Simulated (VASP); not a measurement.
# K (P6_3/mmc) in VASP: a series of runs

The runs below take K through single point, with BLYP.

All numbers are computed with VASP 6.6.1; they aren't measurements. Logs are shortened: lines on timing, memory, paths and dates and some standing lists are left out, and cuts for length are marked.

**1. The cell of the first run**

It takes space group P6_3/mmc (No. 194, hexagonal). Conventional cell: a = 4.943 Å, b = 4.943 Å, c = 8.038 Å, α = 90.00°, β = 90.00°, γ = 120.00°.

This isn't the form of K at room conditions, which is bcc.

**2. Single point, BLYP (85.04 Å³/atom)**

INCAR reads:

```
SYSTEM = K
AGGAC    = 1.0          
AGGAX    = 1.0          
ALDAC    = 0.0          
ALDAX    = 1.0          
ALGO     = Normal         ! electronic algorithm
EDIFF    = 1E-6           ! SCF threshold, eV
ENCUT    = 520            ! plane-wave cutoff, eV
GGA      = B5             ! functional
ISIF     = 2              ! what is computed and relaxed
ISMEAR   = -1             ! smearing method
LASPH    = .TRUE.         ! aspherical terms in the spheres
LCHARG   = .FALSE.        ! write CHGCAR
LREAL    = .FALSE.        ! projectors in reciprocal space
LWAVE    = .FALSE.        ! write WAVECAR
NBANDS   = 16             ! bands
NELM     = 60             ! most SCF steps
PREC     = Accurate       ! precision mode
SIGMA    = 0.1            ! smearing width, eV
```

KPOINTS reads:

```
k-points
0
G
  9 9 5
  0 0 0
```

POSCAR reads:

```
K
1.0
    4.9429479706      0.0000000000      0.0000000000
   -2.4714739853      4.2807185121      0.0000000000
    0.0000000000      0.0000000000      8.0379604020
K
2
Direct
    0.3333333333      0.6666666667      0.2500000000
    0.6666666667      0.3333333333      0.7500000000
```

Potentials or basis: VASP PAW PBE potentials, release 64 (K_sv).

The run is started by

```
cat potpaw_PBE.64/K_sv/POTCAR > POTCAR
mpirun -np 1 vasp_std > vasp.out
```

OUTCAR:

```text
SYSTEM = K
   EDIFF = 1E-6
   ENCUT = 520
   GGA = B5
   ISIF = 2
   ISMEAR = -1
   LASPH = .TRUE.
   LREAL = .FALSE.
   NELM = 60
   PREC = Accurate

 ion  position               nearest neighbor table
   1  0.333  0.667  0.250-
   2  0.667  0.333  0.750-

  LATTYP: Found a hexagonal cell.
 ALAT       =     4.9429479706
 C/A-ratio  =     1.6261470786

  Lattice vectors:

 A1 = (   4.9429479706,   0.0000000000,   0.0000000000)
 A2 = (  -2.4714739853,   4.2807185121,   0.0000000000)
 A3 = (   0.0000000000,   0.0000000000,   8.0379604020)

Analysis of symmetry for initial positions (statically):
=====================================================================
 Subroutine PRICEL returns:
 Original cell was already a primitive cell.

 Routine SETGRP: Setting up the symmetry group for a
 hexagonal supercell.

 Subroutine GETGRP returns: Found 24 space group operations
 (whereof 12 operations were pure point group operations)
 out of a pool of 24 trial point group operations.

The static configuration has the point symmetry D_3d.
 The point group associated with its full space group is D_6h.

Analysis of symmetry for dynamics (positions and initial velocities):
=====================================================================
 Subroutine PRICEL returns:
 Original cell was already a primitive cell.

 Routine SETGRP: Setting up the symmetry group for a
 hexagonal supercell.

 Subroutine GETGRP returns: Found 24 space group operations
 (whereof 12 operations were pure point group operations)
 out of a pool of 24 trial point group operations.

The dynamic configuration has the point symmetry D_3d.
 The point group associated with its full space group is D_6h.

 Subroutine INISYM returns: Found 24 space group operations
 (whereof 12 operations are pure point group operations),
 and found     1 'primitive' translations

----------------------------------------------------------------------------------------

                                     Primitive cell

  volume of cell :     170.0782

  direct lattice vectors                    reciprocal lattice vectors
     4.942947971  0.000000000  0.000000000     0.202308421  0.116802821  0.000000000
    -2.471473985  4.280718512  0.000000000     0.000000000  0.233605643  0.000000000
[... 75 lines left out ...]
 SYSTEM =  K
   PREC   = accura    normal or accurate (medium, high low for compatibility)
   ISTART =      0    job   : 0-new  1-cont  2-samecut
   ICHARG =      2    charge: 1-file 2-atom 10-const
   ISPIN  =      1    spin polarized calculation?
   LNONCOLLINEAR =      F non collinear calculations
   LSORBIT =      F    spin-orbit coupling
   LASPH  =      T    aspherical Exc in radial PAW
   ENCUT  =  520.0 eV  38.22 Ry    6.18 a.u.   9.19  9.19 14.95*2*pi/ulx,y,z
   NELM   =     60;   NELMIN=  2; NELMDL= -5     # of ELM steps
   EDIFF  = 0.1E-05   stopping-criterion for ELM
   LREAL  =      F    real-space projection
   EDIFFG = 0.1E-04   stopping-criterion for IOM
   NSW    =      0    number of steps for IOM
   IBRION =     -1    ionic relax: 0-MD 1-quasi-New 2-CG
   NFREE  =      0    steps in history (QN), initial steepest desc. (CG)
   ISIF   =      2    stress and relaxation
   ISYM   =      2    0-nonsym 1-usesym 2-fastsym
   POTIM  = 0.5000    time-step for ionic-motion
   TEBEG  =    0.0;   TEEND  =   0.0 temperature during run
   PSTRESS=    0.0 pullay stress
   NELECT =      18.0000    total number of electrons
   NUPDOWN=      -1.0000    fix difference up-down
   EMIN   =  10.00;   EMAX   =-10.00  energy-range for DOS
   EFERMI =   0.00;   METHOD = LEGACY
   ISMEAR =    -1;   SIGMA  =   0.10  broadening in eV -4-tet -1-fermi 0-gaus
   EFERMI_NEDOS =   21; number of points for ismear=-14 and -15
   IALGO  =     38    algorithm
   IMIX   =      4    mixing-type and parameters
     AMIX     =   0.40;   BMIX     =  1.00
     AMIX_MAG =   1.60;   BMIX_MAG =  1.00
  volume/ion in A,a.u.               =      85.04       573.87
  Fermi-wavevector in a.u.,A,eV,Ry     =   0.774372  1.463350  8.158754  0.599652
  Thomas-Fermi vector in A             =   1.876414
   LORBIT       =      0    0 simple, 1 ext, 2 COOP (PROOUT), +10 PAW based schemes
   GGA     = B5    functional components
   LHFCALC =     F    Hartree Fock is set to
   AEXX    =    0.0000 exact exchange contribution
   IVDW    =     0    specifies the selected vdW correction
   LEPSILON=     F    determine dielectric tensor
   LRPA    =     F    only Hartree local field effects (RPA)
 non-spin polarized calculation
  energy-cutoff  :      520.00
  volume of cell :      170.08
 maximum number of plane-waves:      4602
 NGX is ok and might be reduce to    40
   NGX = 19   NGY = 19   NGZ = 29

 number of electron      18.0000001 magnetization

 Free energy of the ion-electron system (eV)
  ---------------------------------------------------
  ext. energy  EPLUGINS =         0.00000000
  ---------------------------------------------------
  free energy    TOTEN  =        -1.42257491 eV

  energy without entropy =       -1.36962728  energy(sigma->0) =       -1.39610109

 E-fermi :   0.0073     XC(G=0):  -4.9218

 val. band max:       -0.0727634285   @ k =   0.1111   0.1111   0.2000
 cond. band min:       0.0278020547   @ k =   0.2222   0.0000   0.2000
 fundamental gap:      0.1005654832
 Fermi energy:         0.0073290168

 k-point     1 :       0.0000    0.0000    0.0000
  band No.  band energies     occupation
      1     -32.3358      2.00000
      2     -32.3340      2.00000
      3     -15.9170      2.00000
      4     -15.8844      2.00000
      5     -15.8844      2.00000
      6     -15.8786      2.00000
[... 433 lines left out ...]
      3     -15.9064      2.00000
      4     -15.9055      2.00000
      5     -15.9055      2.00000
      6     -15.8971      2.00000
[... 8 lines left out ...]
     15       3.1753      0.00000
     16       3.8177      0.00000

 [... further k-points ...]
[... 5 lines left out ...]
  --------------------------------------------------------------------------------------
  -------------------------------------------------------------------------------------
  Total       -0.3017970     -0.3017970     -0.2714553      0.0000000      0.0000000      0.0000000
  in kB       -2.8430001     -2.8430001     -2.5571746      0.0000000      0.0000000      0.0000000
  external PRESSURE =      -2.7477249 kB  Pullay stress =       0.0000000 kB

 VOLUME and BASIS-vectors are now :
 -----------------------------------------------------------------------------
  energy-cutoff  :      520.00
  volume of cell :      170.08
      direct lattice vectors                 reciprocal lattice vectors
     4.942947971  0.000000000  0.000000000     0.202308421  0.116802821  0.000000000
    -2.471473985  4.280718512  0.000000000     0.000000000  0.233605643  0.000000000
     0.000000000  0.000000000  8.037960402     0.000000000  0.000000000  0.124409670

 POSITION                                       TOTAL-FORCE (eV/Angst)
 -----------------------------------------------------------------------------------
     -0.00000      2.85381      2.00949         0.000000     -0.000000      0.000000
      2.47147      1.42691      6.02847        -0.000000      0.000000      0.000000
 -----------------------------------------------------------------------------------
    total drift:                               -0.000000      0.000000     -0.000000

  FREE ENERGIE OF THE ION-ELECTRON SYSTEM (eV)
  ---------------------------------------------------
  free  energy   TOTEN  =        -1.4225749077 eV

  energy  without entropy=       -1.3696272818  energy(sigma->0) =       -1.39610109
```

OSZICAR:

```text
N       E                     dE             d eps       ncg     rms          rms(c)
DAV:   1     0.114187710224E+03    0.11419E+03   -0.75339E+03  1152   0.871E+02
DAV:   2     0.731538745881E+01   -0.10687E+03   -0.10459E+03  1352   0.256E+02
DAV:   3    -0.105383887741E+01   -0.83692E+01   -0.83464E+01  2200   0.515E+01
DAV:   4    -0.141761843444E+01   -0.36378E+00   -0.36364E+00  1624   0.859E+00
DAV:   5    -0.142407463580E+01   -0.64562E-02   -0.64559E-02  1944   0.910E-01    0.301E+00
DAV:   6    -0.142195225786E+01    0.21224E-02   -0.31375E-03  1624   0.382E-01    0.191E+00
DAV:   7    -0.142209896585E+01   -0.14671E-03   -0.81511E-03  1944   0.451E-01    0.102E-01
DAV:   8    -0.142237377657E+01   -0.27481E-03   -0.10333E-03  1592   0.233E-01    0.274E-02
DAV:   9    -0.142247048164E+01   -0.96705E-04   -0.13071E-04  1784   0.484E-02    0.147E-02
DAV:  10    -0.142255256099E+01   -0.82079E-04   -0.17106E-04  1360   0.340E-02    0.609E-03
DAV:  11    -0.142257440716E+01   -0.21846E-04   -0.10078E-04  1320   0.234E-02    0.166E-03
DAV:  12    -0.142257490775E+01   -0.50059E-06   -0.30956E-06  1416   0.414E-03
   1 F= -.14225749E+01 E0= -.13961011E+01  d E =-.529476E-01
```

Run time: 70 s. Hardware: 1 thread of Intel Xeon Platinum 8488C (Sapphire Rapids), shared host; peak memory 0.31 GiB.

What came out:

| Item | Value |
| --- | --- |
| Free energy | -1.4226 eV |
| Pressure | -0.3 GPa |
| Band gap on the k mesh | zero (bands 9 and 10 overlap by 2.15 eV) |

Levels at points of the mesh, in eV from the Fermi level:
```
           k point  band 6  band 7  band 8  band 9  band 10  band 11  band 12  band 13
(0.00, 0.00, 0.00)  -15.89  -15.89  -15.89   -1.97     0.23     0.62     3.74     3.74
```

Caveat: the PAW data sets were made with another functional, which shifts forces and pressure a little.

**3. Single point, BLYP**

This run uses another cell than the first one, of 75.93 Å³/atom.

INCAR reads:

```
  PREC = Accurate
  ENCUT = 520
  EDIFF = 1E-6
  ISMEAR = -1
  SIGMA = 0.1
  LREAL = False
  LASPH = True
  NELM = 100
  ALGO = Normal
  ISIF = 2
  LWAVE = False
  LCHARG = True
  GGA = B5
  ALDAX = 1.0
  AGGAX = 1.0
  AGGAC = 1.0
  ALDAC = 0.0
  LELF = True
  LVHAR = True
  NBANDS = 16
```

KPOINTS reads:

```
regular mesh
0
Gamma
  13 13 7
```

POSCAR reads:

```
K
1.0
    4.7597049449      0.0000000000      0.0000000000
   -2.3798524724      4.1220253968      0.0000000000
    0.0000000000      0.0000000000      7.7399802911
K
2
Direct
    0.3333333333      0.6666666667      0.2500000000
    0.6666666667      0.3333333333      0.7500000000
```

Potentials or basis: VASP PAW PBE potentials, release 64 (K_sv).

The run is started by

```
cat potpaw_PBE.64/K_sv/POTCAR > POTCAR
mpirun -np 1 vasp_std > vasp.out
```

Run time: 1.7 min. Hardware: 1 thread of Intel Xeon Platinum 8488C (Sapphire Rapids), shared host; peak memory 0.34 GiB.

The run converged. Its results:

* Free energy: -1.4369 eV
* Pressure: 0.0 GPa
* Band gap on the k mesh: zero (bands 9 and 10 overlap by 2.08 eV)

Levels at points of the mesh, in eV from the Fermi level:
```
           k point  band 5  band 6  band 7  band 8  band 9  band 10  band 11  band 12  band 13  band 14
(0.00, 0.00, 0.00)  -15.82  -15.81  -15.81  -15.81   -2.12     0.25     0.65     3.85     3.85     3.93
```

Caveat: the PAW data sets were made with another functional, which shifts forces and pressure a little.
